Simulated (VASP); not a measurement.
# GaSb (scan) (F-43m) in VASP: a series of runs

Runs on GaSb (scan). Level: r2SCAN. Tasks: single point, relaxation of cell and atoms.

All numbers are computed with VASP 6.6.1; they aren't measurements. Logs are shortened: lines on timing, memory, paths and dates and some standing lists are left out, and cuts for length are marked.

**1. The cell of the first run**

Symmetry: F-43m, No. 216, cubic system. Conventional cell: a = 6.133 Å, b = 6.133 Å, c = 6.133 Å, α = 90.00°, β = 90.00°, γ = 90.00°. Within 3.5 Å of Ga (site symmetry -43m) lie 4 Sb at 2.66 Å. Within 3.5 Å of Sb (site symmetry -43m) lie 4 Ga at 2.66 Å.

**2. Single point, r2SCAN**

POSCAR reads:

```
GaSb
1.0
    0.0000000000      3.0665740921      3.0665740921
    3.0665740921      0.0000000000      3.0665740921
    3.0665740921      3.0665740921      0.0000000000
Ga Sb
1 1
Direct
    0.0000000000      0.0000000000      0.0000000000
    0.2500000000      0.2500000000      0.2500000000
```

INCAR.step1 reads:

```
PREC     = Accurate       # precision mode
ENCUT    = 520            # plane-wave cutoff, eV
ISMEAR   = 0              # smearing method
SIGMA    = 0.02           # smearing width, eV
LREAL    = False          # projectors in reciprocal space
LASPH    = True           # aspherical terms in the spheres
NELM     = 80             # most SCF steps
NBANDS   = 16             # bands
GGA      = PE             # functional
ALGO     = Normal         # electronic algorithm
EDIFF    = 1E-4           # SCF threshold, eV
LWAVE    = True           # write WAVECAR
LCHARG   = False          # write CHGCAR
```

INCAR.step2 reads:

```
PREC     = Accurate       # precision mode
ENCUT    = 520            # plane-wave cutoff, eV
EDIFF    = 1E-6           # SCF threshold, eV
ISMEAR   = 0              # smearing method
SIGMA    = 0.02           # smearing width, eV
LREAL    = False          # projectors in reciprocal space
LASPH    = True           # aspherical terms in the spheres
NELM     = 80             # most SCF steps
ALGO     = Normal         # electronic algorithm
ISIF     = 2              # what is computed and relaxed
LWAVE    = False          # write WAVECAR
LCHARG   = False          # write CHGCAR
METAGGA  = R2SCAN         # meta-GGA
LMIXTAU  = True         
NBANDS   = 16             # bands
ISTART   = 1
```

KPOINTS reads:

```
regular mesh
0
Gamma
  10 10 10
```

Potentials or basis: VASP PAW PBE potentials, release 64 (Ga_d, Sb).

Started as:

```bash
$ cat potpaw_PBE.64/Ga_d/POTCAR potpaw_PBE.64/Sb/POTCAR > POTCAR
$ cp INCAR.step1 INCAR
$ mpirun -np 1 vasp_std > vasp.out
$ cp INCAR.step2 INCAR
$ mpirun -np 1 vasp_std > vasp.out
```

OUTCAR:

```text
PREC = Accurate
   ENCUT = 520
   EDIFF = 1E-6
   ISMEAR = 0
   LREAL = False
   LASPH = True
   NELM = 80
   ISIF = 2
   METAGGA = R2SCAN
   ISTART = 1

 ion  position               nearest neighbor table
   1  0.000  0.000  0.000-   2 2.66   2 2.66   2 2.66   2 2.66
   2  0.250  0.250  0.250-   1 2.66   1 2.66   1 2.66   1 2.66

  LATTYP: Found a face centered cubic cell.
 ALAT       =     6.1331481842

  Lattice vectors:

 A1 = (   0.0000000000,   3.0665740921,   3.0665740921)
 A2 = (   3.0665740921,   0.0000000000,   3.0665740921)
 A3 = (   3.0665740921,   3.0665740921,   0.0000000000)

Analysis of symmetry for initial positions (statically):
=====================================================================
 Subroutine PRICEL returns:
 Original cell was already a primitive cell.

 Routine SETGRP: Setting up the symmetry group for a
 face centered cubic supercell.

 Subroutine GETGRP returns: Found 24 space group operations
 (whereof 24 operations were pure point group operations)
 out of a pool of 48 trial point group operations.

The static configuration has the point symmetry T_d .

Analysis of symmetry for dynamics (positions and initial velocities):
=====================================================================
 Subroutine PRICEL returns:
 Original cell was already a primitive cell.

 Routine SETGRP: Setting up the symmetry group for a
 face centered cubic supercell.

 Subroutine GETGRP returns: Found 24 space group operations
 (whereof 24 operations were pure point group operations)
 out of a pool of 48 trial point group operations.

The dynamic configuration has the point symmetry T_d .

 Subroutine INISYM returns: Found 24 space group operations
 (whereof 24 operations are pure point group operations),
 and found     1 'primitive' translations

----------------------------------------------------------------------------------------

                                     Primitive cell

  volume of cell :      57.6754

  direct lattice vectors                    reciprocal lattice vectors
     0.000000000  3.066574092  3.066574092    -0.163048400  0.163048400  0.163048400
     3.066574092  0.000000000  3.066574092     0.163048400 -0.163048400  0.163048400
     3.066574092  3.066574092  0.000000000     0.163048400  0.163048400 -0.163048400

[... 74 lines left out ...]
   PREC   = accura    normal or accurate (medium, high low for compatibility)
   ISTART =      1    job   : 0-new  1-cont  2-samecut
   ICHARG =      0    charge: 1-file 2-atom 10-const
   ISPIN  =      1    spin polarized calculation?
   LNONCOLLINEAR =      F non collinear calculations
   LSORBIT =      F    spin-orbit coupling
   LASPH  =      T    aspherical Exc in radial PAW
   ENCUT  =  520.0 eV  38.22 Ry    6.18 a.u.   8.06  8.06  8.06*2*pi/ulx,y,z
   NELM   =     80;   NELMIN=  2; NELMDL=  0     # of ELM steps
   EDIFF  = 0.1E-05   stopping-criterion for ELM
   LREAL  =      F    real-space projection
   EDIFFG = 0.1E-04   stopping-criterion for IOM
   NSW    =      0    number of steps for IOM
   IBRION =     -1    ionic relax: 0-MD 1-quasi-New 2-CG
   NFREE  =      0    steps in history (QN), initial steepest desc. (CG)
   ISIF   =      2    stress and relaxation
   ISYM   =      2    0-nonsym 1-usesym 2-fastsym
   POTIM  = 0.5000    time-step for ionic-motion
   TEBEG  =    0.0;   TEEND  =   0.0 temperature during run
   PSTRESS=    0.0 pullay stress
   NELECT =      18.0000    total number of electrons
   NUPDOWN=      -1.0000    fix difference up-down
   EMIN   =  10.00;   EMAX   =-10.00  energy-range for DOS
   EFERMI =   0.00;   METHOD = LEGACY
   ISMEAR =     0;   SIGMA  =   0.02  broadening in eV -4-tet -1-fermi 0-gaus
   EFERMI_NEDOS =   21; number of points for ismear=-14 and -15
   IALGO  =     38    algorithm
   IMIX   =      4    mixing-type and parameters
     AMIX     =   0.40;   BMIX     =  1.00
     AMIX_MAG =   1.60;   BMIX_MAG =  1.00
  volume/ion in A,a.u.               =      28.84       194.61
  Fermi-wavevector in a.u.,A,eV,Ry     =   1.110458  2.098462 16.777580  1.233117
  Thomas-Fermi vector in A             =   2.247010
   LORBIT       =      0    0 simple, 1 ext, 2 COOP (PROOUT), +10 PAW based schemes
   METAGGA = R2SCAN    functional components
   LHFCALC =     F    Hartree Fock is set to
   AEXX    =    0.0000 exact exchange contribution
   IVDW    =     0    specifies the selected vdW correction
   LEPSILON=     F    determine dielectric tensor
   LRPA    =     F    only Hartree local field effects (RPA)
 non-spin polarized calculation
 Gauss-broadening in eV      SIGMA  =   0.02
  energy-cutoff  :      520.00
  volume of cell :       57.68
 maximum number of plane-waves:      1588
   NGX = 17   NGY = 17   NGZ = 17

 number of electron      17.9999989 magnetization

 Free energy of the ion-electron system (eV)
  ---------------------------------------------------
  ext. energy  EPLUGINS =         0.00000000
  ---------------------------------------------------
  free energy    TOTEN  =       -37.60495303 eV

  energy without entropy =      -37.60495303  energy(sigma->0) =      -37.60495303

 E-fermi :   4.7306     XC(G=0):  -9.6875

 val. band max:        4.6080325683   @ k =   0.0000   0.0000   0.0000
 cond. band min:       5.0011015209   @ k =   0.0000   0.0000   0.0000
 fundamental gap:      0.3930689526
 Fermi energy:         4.7305731884

 k-point     1 :       0.0000    0.0000    0.0000
  band No.  band energies     occupation
      1     -10.8732      2.00000
      2     -10.8732      2.00000
      3     -10.8732      2.00000
      4     -10.8173      2.00000
      5     -10.8173      2.00000
      6      -7.2704      2.00000
[... 433 lines left out ...]
      3     -10.8530      2.00000
      4     -10.8260      2.00000
      5     -10.8140      2.00000
      6      -5.5848      2.00000
[... 8 lines left out ...]
     15      15.4608      0.00000
     16      15.6693      0.00000

 [... further k-points ...]
[... 5 lines left out ...]
  --------------------------------------------------------------------------------------
  -------------------------------------------------------------------------------------
  Total        0.0240710      0.0240710      0.0240710      0.0000000      0.0000000      0.0000000
  in kB        0.6686729      0.6686729      0.6686729      0.0000000      0.0000000      0.0000000
  external PRESSURE =       0.6686729 kB  Pullay stress =       0.0000000 kB

 VOLUME and BASIS-vectors are now :
 -----------------------------------------------------------------------------
  energy-cutoff  :      520.00
  volume of cell :       57.68
      direct lattice vectors                 reciprocal lattice vectors
     0.000000000  3.066574092  3.066574092    -0.163048400  0.163048400  0.163048400
     3.066574092  0.000000000  3.066574092     0.163048400 -0.163048400  0.163048400
     3.066574092  3.066574092  0.000000000     0.163048400  0.163048400 -0.163048400

 POSITION                                       TOTAL-FORCE (eV/Angst)
 -----------------------------------------------------------------------------------
      0.00000      0.00000      0.00000        -0.000000     -0.000000     -0.000000
      1.53329      1.53329      1.53329         0.000000      0.000000      0.000000
 -----------------------------------------------------------------------------------
    total drift:                               -0.000002     -0.000002     -0.000002

  FREE ENERGIE OF THE ION-ELECTRON SYSTEM (eV)
  ---------------------------------------------------
  free  energy   TOTEN  =       -37.6049530317 eV

  energy  without entropy=      -37.6049530317  energy(sigma->0) =      -37.60495303
```

OUTCAR.step1:

```text
PREC = Accurate
   ENCUT = 520
   ISMEAR = 0
   LREAL = False
   LASPH = True
[... 677 lines left out ...]
      0.00000      0.00000      0.00000         0.000000      0.000000      0.000000
      1.53329      1.53329      1.53329        -0.000000     -0.000000     -0.000000
 -----------------------------------------------------------------------------------
    total drift:                                0.000002      0.000002      0.000002

  FREE ENERGIE OF THE ION-ELECTRON SYSTEM (eV)
  ---------------------------------------------------
  free  energy   TOTEN  =        -7.3570448825 eV

  energy  without entropy=       -7.3570118512  energy(sigma->0) =       -7.35702837
```

Wall time 67 s (1 thread of Intel Xeon Platinum 8488C (Sapphire Rapids), shared host); peak memory 0.21 GiB.

What came out:

| Quantity | Value |
| --- | --- |
| Free energy | -37.6050 eV |
| Pressure | 0.1 GPa |
| Band gap on the k mesh | 0.39 eV, direct |

Levels at points of the mesh, in eV from the valence-band top:
```csv
k point,band 6,band 7,band 8,band 9,band 10,band 11,band 12,band 13
"(0.00, 0.00, 0.00)",-11.88,0.00,0.00,0.00,0.39,2.98,2.98,2.98
"(0.50, 0.00, 0.00)",-10.18,-6.54,-1.20,-1.20,0.67,4.01,4.01,6.93
"(0.50, 0.50, 0.00)",-9.30,-7.01,-2.67,-2.67,1.13,1.49,9.21,9.21
```

Caveat: the PAW data sets were made with another functional, which shifts forces and pressure a little; spin-orbit coupling is left out, which moves the levels of the heavy elements. A k mesh can miss the band edges.

**3. Relaxation of cell and atoms, r2SCAN**

POSCAR reads:

```
GaSb
1.0
    0.0000000000      3.0686043200      3.0686043200
    3.0686043200      0.0000000000      3.0686043200
    3.0686043200      3.0686043200      0.0000000000
Ga Sb
1 1
Direct
    0.0000000000      0.0000000000      0.0000000000
    0.2500000000      0.2500000000      0.2500000000
```

INCAR.step1 reads:

```
  PREC = Accurate
  ENCUT = 600
  ISMEAR = 0
  SIGMA = 0.02
  LREAL = F
  LASPH = T
  NELM = 60
  GGA = PE
  ALGO = Normal
  EDIFF = 1E-4
  LWAVE = T
  LCHARG = F
```

INCAR.step2 reads:

```
  PREC = Accurate
  ENCUT = 600
  EDIFF = 1E-7
  ISMEAR = 0
  SIGMA = 0.02
  LREAL = F
  LASPH = T
  NELM = 60
  ALGO = Normal
  ISIF = 3
  LWAVE = F
  LCHARG = F
  METAGGA = R2SCAN
  LMIXTAU = T
  IBRION = 2
  NSW = 100
  EDIFFG = -0.002
  ISTART = 1
```

KPOINTS is that of step 2.

Potentials or basis: VASP PAW PBE potentials, release 64 (Ga_d, Sb).

Started as:

```bash
$ cat potpaw_PBE.64/Ga_d/POTCAR potpaw_PBE.64/Sb/POTCAR > POTCAR
$ cp INCAR.step1 INCAR
$ mpirun -np 1 vasp_std > vasp.out
$ cp INCAR.step2 INCAR
$ mpirun -np 1 vasp_std > vasp.out
```

Run time: 5.6 min. Hardware: 1 thread of Intel Xeon Platinum 8488C (Sapphire Rapids), shared host; peak memory 0.26 GiB.

It converged, with:

- Free energy: -37.6059 eV
- Relaxed volume: 28.86 Å³/atom
- Relaxed cell: a = 4.338 Å, b = 4.338 Å, c = 4.338 Å, α = 60.00°, β = 60.00°, γ = 60.00°
- Space group after relaxing (to 0.05 Å): F-43m (No. 216)
- Energy gained by relaxing: 0.0 meV/atom
- Ionic steps: 4
- Pressure after relaxing: 0.0 GPa
- Band gap on the k mesh: 0.39 eV, direct

Final structure:
```yaml
crystal:
  lattice:
    - [0.00000, 3.06731, 3.06731]
    - [3.06731, 0.00000, 3.06731]
    - [3.06731, 3.06731, 0.00000]
  atoms:
    - { symbol: Ga, position: [0.00000, 0.00000, 0.00000] }
    - { symbol: Sb, position: [0.25000, 0.25000, 0.25000] }
```

Levels at points of the mesh, in eV from the valence-band top:
```
           k point  band 6  band 7  band 8  band 9  band 10  band 11  band 12  band 13
(0.00, 0.00, 0.00)  -11.87    0.00    0.00    0.00     0.39     2.98     2.98     2.98
(0.50, 0.00, 0.00)  -10.17   -6.54   -1.20   -1.20     0.67     4.01     4.01     6.93
(0.50, 0.50, 0.00)   -9.30   -7.01   -2.67   -2.67     1.13     1.50     9.21     9.21
```

Caveat: the PAW data sets were made with another functional, which shifts forces and pressure a little; spin-orbit coupling is left out, which moves the levels of the heavy elements. A k mesh can miss the band edges.
